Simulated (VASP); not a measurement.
Crystal: Nb.

```
CELL_PARAMETERS angstrom
2.81336 0.00000 0.00000
0.00000 2.81336 0.00000
0.00000 0.00000 2.81336
ATOMIC_POSITIONS crystal
Nb 0.00000 0.00000 0.00000
```

* Program: VASP 6.6.1
* Task: relaxation of cell and atoms
* Functional: PBE
* Potentials or basis: VASP PAW PBE potentials, release 64 (Nb_sv)
* Cutoff: 600 eV
* k mesh: 13 × 13 × 13
* Occupations: fermi-dirac, width 0.03 eV
* Spin: no spin polarisation

At the start: pressure -11.5 GPa; volume 22.27 Å³/atom.

Problem. How do energy, volume and symmetry change on relaxing?

Solution. Over 7 steps the energy falls by 88.0 meV/atom and the volume is 20.02 Å³/atom (-10.1 %); space group Pm-3m (No. 221, to 0.05 Å).

The path:
| step | energy change (eV) | largest force (eV/Å) | pressure (GPa) | volume (Å³) |
| --- | --- | --- | --- | --- |
| 1 | 0.0000 | 0.0000 | -11.48 | 22.27 |
| 2 | 0.0768 | 0.0000 | 23.49 | 17.51 |
| 3 | -0.0879 | 0.0000 | -0.45 | 20.09 |
| 4 | -0.0880 | 0.0000 | -0.06 | 20.03 |
| 5 | -0.0880 | 0.0000 | 0.22 | 19.99 |
| 6 | -0.0880 | 0.0000 | -0.26 | 20.06 |
| 7 | -0.0880 | 0.0000 | 0.00 | 20.02 |

Final structure:
```cif
data_structure
_symmetry_space_group_name_H-M 'P 1'
_symmetry_Int_Tables_number 1
_cell_length_a 2.7155
_cell_length_b 2.7155
_cell_length_c 2.7155
_cell_angle_alpha 90.000
_cell_angle_beta 90.000
_cell_angle_gamma 90.000
_cell_volume 20.02
loop_
_atom_site_label
_atom_site_type_symbol
_atom_site_fract_x
_atom_site_fract_y
_atom_site_fract_z
_atom_site_occupancy
Nb1 Nb 0.00000 0.00000 0.00000 1
```
